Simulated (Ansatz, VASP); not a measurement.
**Co: VASP beside Ansatz**

INCAR

```
SYSTEM = Co
PREC = Accurate
ENCUT = 520
EDIFF = 1E-7
ISMEAR = -1
SIGMA = 0.1
LREAL = .False.
LASPH = .True.
NELM = 100
ALGO = Normal
ISIF = 2
LWAVE = .False.
LCHARG = .True.
GGA = PS
LELF = .True.
LVHAR = .True.
NBANDS = 10
```

The input KPOINTS:

```
Automatic mesh
0
Gamma
  16 16 16
  0 0 0
```

File POSCAR:

```
Co
1.0
    2.3364604785      0.0000000000      0.0000000000
    0.0000000000      2.3364604785      0.0000000000
    0.0000000000      0.0000000000      2.3364604785
Co
1
Direct
    0.0000000000      0.0000000000      0.0000000000
```

Input for Ansatz:

```yaml
crystal:
  lattice:
    - [2.3364604785, 0.0, 0.0]
    - [0.0, 2.3364604785, 0.0]
    - [0.0, 0.0, 2.3364604785]
  atoms:
    - { symbol: Co, position: [0.0, 0.0, 0.0] }
hamiltonian:
  xc: pbesol
  pseudopotentials:
    kind: paw
    azcp:
      Co: "pseudopotentials/Co.paw.azcp"
basis:
  ecutwfc: 420
  fft_grid_basis: typed
kpoints:
  mp_grid: { grid: [16, 16, 16], shift: [0, 0, 0] }
magnetization:
  spin_polarized: false
scf:
  occupations: { method: fermi_dirac, width: 0.1 }
  lower_state_search: "off"
output:
  stress: true
```

Alike in both runs: task single point; functional PBEsol; k mesh 16 × 16 × 16; occupations fermi-dirac, width 0.1 eV; no spin polarisation.

|  | VASP | Ansatz |
| --- | --- | --- |
| version | VASP 6.6.1 | Ansatz 0.2.0 |
| potentials or method | VASP PAW PBE potentials, release 64 (Co), cutoff 520 eV | plane waves (420 eV) with PAW, scalar-relativistic |
| valence electrons in the cell | 9 | 17 |

Ansatz gave:

| Property | Result |
| --- | --- |
| pressure (GPa) | -18.0 |

Problem. What did VASP give for the same quantities?

Solution. Pressure (GPa): -18.4.

VASP's potentials were made for PBE, not for PBEsol, and Ansatz warns of the same on its side. VASP's potentials hold 9 valence electrons a cell and Ansatz's 17, so a difference there can come from the potentials and not from the codes.
